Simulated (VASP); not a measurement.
Wanted: the native input for a VASP 6.6.1 run.

| Item | Value |
| --- | --- |
| Task | single point |
| Functional | LDA |
| Potentials or basis | VASP PAW LDA potentials, release 64 (Al, N) |
| Cutoff | 520 eV |
| k mesh | 8 × 6 × 4 |
| Occupations | gaussian, width 0.05 eV |
| Spin | no spin polarisation |
| Dipole correction | no |
| Further INCAR settings | ALGO = Normal; EDIFF = 1e-06; NBANDS = 26 |

The structure of AlN lies in POSCAR:

```
AlN
1.0
   -1.6378403119      2.8368226349      0.0000000000
    0.0000000000      0.0000000000      4.1006264518
    4.9135209358      2.8368226349      0.0000000000
Al N
4 4
Direct
    0.5000000000      0.7500000000      0.1666666667
    1.0000000000      0.7500000000      0.6666666667
    0.0000000000      0.2500000000      0.3333333333
    0.5000000000      0.2500000000      0.8333333333
    0.5000000000      0.2500000000      0.1666666667
    1.0000000000      0.2500000000      0.6666666667
    0.0000000000      0.7500000000      0.3333333333
    0.5000000000      0.7500000000      0.8333333333
```

These files were run (other wordings do the same):

INCAR

```
PREC = Accurate
ENCUT = 520
EDIFF = 1E-6
ISMEAR = 0
SIGMA = 0.05
LREAL = F
LASPH = T
NELM = 60
ALGO = Normal
ISIF = 2
LWAVE = F
LCHARG = F
GGA = CA
NBANDS = 26
```

KPOINTS

```
Automatic mesh
0
Gamma
  8 6 4
```

Potentials or basis: VASP PAW LDA potentials, release 64 (Al, N).

Run with:

```console
$ cat potpaw_LDA.64/Al/POTCAR potpaw_LDA.64/N/POTCAR > POTCAR
$ mpirun -np 1 vasp_std > vasp.out
```

It gave:

* Pressure: 0.6 GPa
* Band gap on the k mesh: 3.63 eV

It took 41 s on 1 thread of Intel(R) Xeon(R) Platinum 8488C (Sapphire Rapids), on a shared host, peak memory 0.2 GiB.
